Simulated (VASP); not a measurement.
# MoS2 (P6_3/mmc) in VASP: further runs

MoS2 is run at these levels: PBE+U; tasks: single point.

Program: VASP 6.6.1. These are calculated values, not measurements. Logs are shortened: lines on timing, memory, paths and dates and some standing lists are left out, and cuts for length are marked.

## (1) The cell of the first run

The structure is hexagonal, space group P6_3/mmc (No. 194). Conventional cell: a = 3.161 Å, b = 3.161 Å, c = 12.295 Å, α = 90.00°, β = 90.00°, γ = 120.00°. Within 3.2 Å of Mo (site symmetry -6m2) lie 6 S at 2.37 Å and 6 Mo at 3.16 Å. Within 3.2 Å of S (site symmetry 3m) lie 3 Mo at 2.37 Å and 7 S at 3.01 to 3.16 Å.

## (2) Single point, PBE+U, collinear spin

The input, INCAR:

```
ALGO = Normal
EDIFF = 1E-7
ENCUT = 520
GGA = PE
ISIF = 2
ISMEAR = 0
ISPIN = 2
LASPH = T
LCHARG = F
LDAU = T
LDAUJ = 0 0
LDAUL = 2 -1
LDAUPRINT = 1
LDAUTYPE = 2
LDAUU = 4 0
LMAXMIX = 4
LORBIT = 11
LREAL = F
LWAVE = F
MAGMOM = 2 2 0 0 0 0
NBANDS = 39
NELM = 150
PREC = Accurate
SIGMA = 0.05
```

The input, KPOINTS:

```
k-points
0
Gamma
  7 7 2
```

The input, POSCAR:

```
MoS2
1.0
    3.1610015200      0.0000000000      0.0000000000
   -1.5805007600      2.7375076200      0.0000000000
    0.0000000000      0.0000000000     12.2949997000
Mo S
2 4
Direct
    0.3333333333      0.6666666667      0.2500000000
    0.6666666667      0.3333333333      0.7500000000
    0.3333333333      0.6666666667      0.6275000000
    0.6666666667      0.3333333333      0.1275000000
    0.3333333333      0.6666666667      0.8725000000
    0.6666666667      0.3333333333      0.3725000000
```

Potentials or basis: VASP PAW PBE potentials, release 64 (Mo_sv, S).

The run is started by

```console
cat potpaw_PBE.64/Mo_sv/POTCAR potpaw_PBE.64/S/POTCAR > POTCAR
mpirun -np 1 vasp_std > vasp.out
```

OUTCAR:

```text
EDIFF = 1E-7
   ENCUT = 520
   GGA = PE
   ISIF = 2
   ISMEAR = 0
   ISPIN = 2
   LASPH = T
   LORBIT = 11
   LREAL = F
   NELM = 150
   PREC = Accurate

 ion  position               nearest neighbor table
   1  0.333  0.667  0.250-   4 2.37   6 2.37   4 2.37   6 2.37   4 2.37   6 2.37
   2  0.667  0.333  0.750-   3 2.37   5 2.37   3 2.37   5 2.37   3 2.37   5 2.37
   3  0.333  0.667  0.627-   2 2.37   2 2.37   2 2.37
   4  0.667  0.333  0.127-   1 2.37   1 2.37   1 2.37
   5  0.333  0.667  0.873-   2 2.37   2 2.37   2 2.37
   6  0.667  0.333  0.373-   1 2.37   1 2.37   1 2.37

  LATTYP: Found a hexagonal cell.
 ALAT       =     3.1610015200
 C/A-ratio  =     3.8895899360

  Lattice vectors:

 A1 = (   3.1610015200,   0.0000000000,   0.0000000000)
 A2 = (  -1.5805007600,   2.7375076200,   0.0000000000)
 A3 = (   0.0000000000,   0.0000000000,  12.2949997000)

Analysis of symmetry for initial positions (statically):
=====================================================================
 Subroutine PRICEL returns:
 Original cell was already a primitive cell.

 Routine SETGRP: Setting up the symmetry group for a
 hexagonal supercell.

 Subroutine GETGRP returns: Found 24 space group operations
 (whereof 12 operations were pure point group operations)
 out of a pool of 24 trial point group operations.

The static configuration has the point symmetry D_3d.
 The point group associated with its full space group is D_6h.

Analysis of symmetry for dynamics (positions and initial velocities):
=====================================================================
 Subroutine PRICEL returns:
 Original cell was already a primitive cell.

 Routine SETGRP: Setting up the symmetry group for a
 hexagonal supercell.

 Subroutine GETGRP returns: Found 24 space group operations
 (whereof 12 operations were pure point group operations)
 out of a pool of 24 trial point group operations.

The dynamic configuration has the point symmetry D_3d.
 The point group associated with its full space group is D_6h.

Analysis of structural, dynamic, and magnetic symmetry:
=====================================================================
 Subroutine PRICEL returns:
 Original cell was already a primitive cell.

 Routine SETGRP: Setting up the symmetry group for a
 hexagonal supercell.

 Subroutine GETGRP returns: Found 24 space group operations
 (whereof 12 operations were pure point group operations)
 out of a pool of 24 trial point group operations.

The overall configuration has the point symmetry D_3d.
 The point group associated with its full space group is D_6h.

 Subroutine INISYM returns: Found 24 space group operations
 (whereof 12 operations are pure point group operations),
 and found     1 'primitive' translations

----------------------------------------------------------------------------------------

                                     Primitive cell

  volume of cell :     106.3919

  direct lattice vectors                    reciprocal lattice vectors
     3.161001520  0.000000000  0.000000000     0.316355432  0.182647893  0.000000000
    -1.580500760  2.737507620  0.000000000     0.000000000  0.365295787  0.000000000
     0.000000000  0.000000000 12.294999700     0.000000000  0.000000000  0.081333878

  length of vectors
[... 152 lines left out ...]
  o =  0.3947  v =  1.0000  0.0000  0.0000  0.0000  0.0000  0.0000  0.0000  0.0000  0.0000  0.0000      0.0000  0.0000  0.0000  0.0000  0.0000  0.0000  0.0000  0.0000  0.0000  0.0000
  o =  0.3947  v =  0.0000 -0.0000 -0.0000  0.0000  1.0000  0.0000  0.0000  0.0000  0.0000  0.0000      0.0000  0.0000  0.0000  0.0000  0.0000  0.0000  0.0000  0.0000  0.0000  0.0000
  o =  0.3947  v =  0.0000  0.0000  0.0000  0.0000  0.0000  1.0000  0.0000  0.0000  0.0000  0.0000      0.0000  0.0000  0.0000  0.0000  0.0000  0.0000  0.0000  0.0000  0.0000  0.0000
  o =  0.3947  v =  0.0000  0.0000  0.0000  0.0000  0.0000  0.0000 -0.0000 -0.0000 -0.0000  1.0000      0.0000  0.0000  0.0000  0.0000  0.0000  0.0000  0.0000  0.0000  0.0000  0.0000
  o =  0.4310  v =  0.0000 -0.0000  1.0000  0.0000  0.0000  0.0000  0.0000  0.0000  0.0000  0.0000      0.0000  0.0000  0.0000  0.0000  0.0000  0.0000  0.0000  0.0000  0.0000  0.0000
  o =  0.4311  v =  0.0000  0.0000  0.0000  0.0000  0.0000  0.0000 -0.0000  1.0000  0.0000  0.0000      0.0000  0.0000  0.0000  0.0000  0.0000  0.0000  0.0000  0.0000  0.0000  0.0000

atom =   2  type =  1  l = 2

 onsite density matrix

spin component  1

  0.3947  0.0000  0.0000  0.0000 -0.0000
  0.0000  0.3890 -0.0000 -0.0000  0.0000
  0.0000 -0.0000  0.4310 -0.0000  0.0000
  0.0000 -0.0000 -0.0000  0.3890 -0.0000
 -0.0000  0.0000  0.0000 -0.0000  0.3947

spin component  2

  0.3947 -0.0000  0.0000  0.0000 -0.0000
 -0.0000  0.3891  0.0000 -0.0000  0.0000
  0.0000  0.0000  0.4311  0.0000  0.0000
  0.0000 -0.0000  0.0000  0.3891  0.0000
 -0.0000  0.0000  0.0000  0.0000  0.3947

 occupancies and eigenvectors

  o =  0.3890  v =  0.0000  0.0000  0.0000 -1.0000 -0.0000  0.0000  0.0000  0.0000  0.0000  0.0000      0.0000  0.0000  0.0000  0.0000  0.0000  0.0000  0.0000  0.0000  0.0000  0.0000
  o =  0.3890  v =  0.0000  1.0000 -0.0000  0.0000  0.0000  0.0000  0.0000  0.0000  0.0000  0.0000      0.0000  0.0000  0.0000  0.0000  0.0000  0.0000  0.0000  0.0000  0.0000  0.0000
  o =  0.3891  v =  0.0000  0.0000  0.0000  0.0000  0.0000  0.0000 -0.0000 -0.0000 -1.0000 -0.0000      0.0000  0.0000  0.0000  0.0000  0.0000  0.0000  0.0000  0.0000  0.0000  0.0000
  o =  0.3891  v =  0.0000  0.0000  0.0000  0.0000  0.0000  0.0000  1.0000 -0.0000 -0.0000 -0.0000      0.0000  0.0000  0.0000  0.0000  0.0000  0.0000  0.0000  0.0000  0.0000  0.0000
  o =  0.3947  v =  1.0000  0.0000  0.0000  0.0000  0.0000  0.0000  0.0000  0.0000  0.0000  0.0000      0.0000  0.0000  0.0000  0.0000  0.0000  0.0000  0.0000  0.0000  0.0000  0.0000
  o =  0.3947  v =  0.0000 -0.0000 -0.0000 -0.0000  1.0000  0.0000  0.0000  0.0000  0.0000  0.0000      0.0000  0.0000  0.0000  0.0000  0.0000  0.0000  0.0000  0.0000  0.0000  0.0000
  o =  0.3947  v =  0.0000  0.0000  0.0000  0.0000  0.0000  1.0000  0.0000  0.0000  0.0000  0.0000      0.0000  0.0000  0.0000  0.0000  0.0000  0.0000  0.0000  0.0000  0.0000  0.0000
  o =  0.3947  v =  0.0000  0.0000  0.0000  0.0000  0.0000  0.0000  0.0000 -0.0000  0.0000  1.0000      0.0000  0.0000  0.0000  0.0000  0.0000  0.0000  0.0000  0.0000  0.0000  0.0000
  o =  0.4310  v =  0.0000  0.0000  1.0000  0.0000  0.0000  0.0000  0.0000  0.0000  0.0000  0.0000      0.0000  0.0000  0.0000  0.0000  0.0000  0.0000  0.0000  0.0000  0.0000  0.0000
  o =  0.4311  v =  0.0000  0.0000  0.0000  0.0000  0.0000  0.0000 -0.0000 -1.0000 -0.0000 -0.0000      0.0000  0.0000  0.0000  0.0000  0.0000  0.0000  0.0000  0.0000  0.0000  0.0000

 number of electron      51.9999998 magnetization      -0.0000023

 Free energy of the ion-electron system (eV)
  ---------------------------------------------------
  ext. energy  EPLUGINS =         0.00000000
  ---------------------------------------------------
  free energy    TOTEN  =       -33.84292136 eV

  energy without entropy =      -33.84292136  energy(sigma->0) =      -33.84292136

 E-fermi :   8.1675     XC(G=0): -10.7847

 val. band max:        7.7922673251   @ k =   0.0000   0.0000   0.0000
 cond. band min:       8.7804549450   @ k =   0.2857   0.2857   0.0000
 fundamental gap:      0.9881876199
 Fermi energy:         8.1674898390

 spin component 1

 k-point     1 :       0.0000    0.0000    0.0000
  band No.  band energies     occupation
      1     -54.1986      1.00000
      2     -54.1986      1.00000
      3     -28.3381      1.00000
      4     -28.3380      1.00000
      5     -28.1548      1.00000
      6     -28.1548      1.00000
[... 645 lines left out ...]
     37      15.3595      0.00000
     38      15.3595      0.00000
 Fermi energy:         8.1674898390

 spin component 2

 k-point     1 :       0.0000    0.0000    0.0000
  band No.  band energies     occupation
      1     -54.1986      1.00000
      2     -54.1986      1.00000
      3     -28.3381      1.00000
      4     -28.3381      1.00000
      5     -28.1549      1.00000
      6     -28.1549      1.00000
[... 645 lines left out ...]
     37      15.3596      0.00000
     38      15.3596      0.00000
 [bands above 38 left out]

------------------------ aborting loop because EDIFF is reached ----------------------------------------

  FORCE on cell =-STRESS in cart. coord.  units (eV):
  Direction    XX          YY          ZZ          XY          YZ          ZX
  --------------------------------------------------------------------------------------
  -------------------------------------------------------------------------------------
  Total        5.9524484      5.9524484     10.4234653     -0.0000000      0.0000000      0.0000000
  in kB       89.6391348     89.6391350    156.9690916     -0.0000000      0.0000000      0.0000000
  external PRESSURE =     112.0824538 kB  Pullay stress =       0.0000000 kB

 VOLUME and BASIS-vectors are now :
 -----------------------------------------------------------------------------
  energy-cutoff  :      520.00
  volume of cell :      106.39
      direct lattice vectors                 reciprocal lattice vectors
     3.161001520  0.000000000  0.000000000     0.316355432  0.182647893  0.000000000
    -1.580500760  2.737507620  0.000000000     0.000000000  0.365295787  0.000000000
     0.000000000  0.000000000 12.294999700     0.000000000  0.000000000  0.081333878

 POSITION                                       TOTAL-FORCE (eV/Angst)
 -----------------------------------------------------------------------------------
     -0.00000      1.82501      3.07375        -0.000000      0.000000     -0.000000
      1.58050      0.91250      9.22125         0.000000      0.000000     -0.000000
     -0.00000      1.82501      7.71511        -0.000000      0.000000     -1.478904
      1.58050      0.91250      1.56761         0.000000      0.000000     -1.478904
     -0.00000      1.82501     10.72739        -0.000000     -0.000000      1.478904
      1.58050      0.91250      4.57989         0.000000     -0.000000      1.478904
 -----------------------------------------------------------------------------------
    total drift:                               -0.000000      0.000000     -0.000000

  FREE ENERGIE OF THE ION-ELECTRON SYSTEM (eV)
  ---------------------------------------------------
  free  energy   TOTEN  =       -33.8429213640 eV

  energy  without entropy=      -33.8429213640  energy(sigma->0) =      -33.84292136

 total charge

# of ion       s       p       d       tot
------------------------------------------
    1        2.312   6.247   3.940  12.499
    2        2.312   6.247   3.940  12.499
    3        1.363   2.379   0.000   3.742
    4        1.363   2.379   0.000   3.742
    5        1.363   2.379   0.000   3.742
    6        1.363   2.379   0.000   3.742
--------------------------------------------------
tot         10.077  22.008   7.880  39.965

 magnetization (x)

# of ion       s       p       d       tot
------------------------------------------
    1       -0.000  -0.000  -0.000  -0.000
    2       -0.000  -0.000  -0.000  -0.000
    3       -0.000   0.000   0.000   0.000
    4       -0.000   0.000   0.000   0.000
    5       -0.000   0.000   0.000   0.000
    6       -0.000   0.000   0.000   0.000
--------------------------------------------------
tot         -0.000   0.000  -0.000  -0.000
```

It took 1.8 min on 1 thread of Intel Xeon Platinum 8259CL at 2.50GHz (Skylake/Cascade Lake), shared host; peak memory 0.31 GiB.

What came out:

- Free energy: -33.8429 eV
- Pressure: 11.2 GPa
- Largest force: 1.479 eV/Å
- Band gap on the k mesh: 0.99 eV (least direct gap 2.04 eV)
- Net moment: 0.00 μB per cell
- Valence electrons inside the program's atomic spheres: Mo 12.50; S 3.74

Forces on the atoms (eV/Å):
```
Mo   0.000  0.000  0.000
Mo   0.000  0.000  0.000
S    0.000  0.000 -1.479
S    0.000  0.000 -1.479
S    0.000  0.000  1.479
S    0.000  0.000  1.479
```

Stress tensor (GPa, compression positive):
```
 8.96  0.00  0.00
 0.00  8.96  0.00
 0.00  0.00 15.70
```

Eigenvalues of the final occupation matrices:
```csv
site,spin,trace,eigenvalues
site 1 d,1,2.00,0.39 0.39 0.39 0.39 0.43
site 1 d,2,2.00,0.39 0.39 0.39 0.39 0.43
site 2 d,1,2.00,0.39 0.39 0.39 0.39 0.43
site 2 d,2,2.00,0.39 0.39 0.39 0.39 0.43
```

Caveat: the stress differs along the axes, from 9 to 16 GPa; this functional lacks dispersion, which binds layers or chains, so the pressure and a relaxed spacing across them are unreliable; forces of over 1 eV/Å act on the atoms, so gaps and moduli don't describe the material at rest.

(Part 1 of 2 ends here.)
